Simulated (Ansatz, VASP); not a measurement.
## Pb in VASP and in Ansatz

```xyz
1
Lattice="0.0000 2.4672 2.4672 2.4672 0.0000 2.4672 2.4672 2.4672 0.0000" Properties=species:S:1:pos:R:3 pbc="T T T"
Pb    0.0000    0.0000    0.0000
```

Alike in both runs: functional PBEsol; k mesh 14 × 14 × 14; occupations gaussian, width 0.1 eV; no spin polarisation.

Ansatz relaxed the structure, and its values are those at the end. VASP's run is a single point on that final structure, the one shown.

|  | VASP | Ansatz |
| --- | --- | --- |
| version | VASP 6.6.1 | Ansatz 0.2.0 |
| potentials or method | VASP PAW PBE potentials, release 64 (Pb_d), cutoff 500 eV | scalar-relativistic, plane waves, PAW |
| valence electrons in the cell | 14 | 14 |

Ansatz gave:

```
gap on the k mesh at the Fermi level (eV) : none
pressure (GPa)                            : 0.0
```

Problem. What did VASP give for the same quantities?

Solution. gap on the k mesh at the Fermi level (eV): none; pressure (GPa): -0.1.

VASP's potentials were made for PBE, not for PBEsol. A gap of «none» marks a metal or a gap that the smearing closes.

Spin-orbit coupling is off throughout.
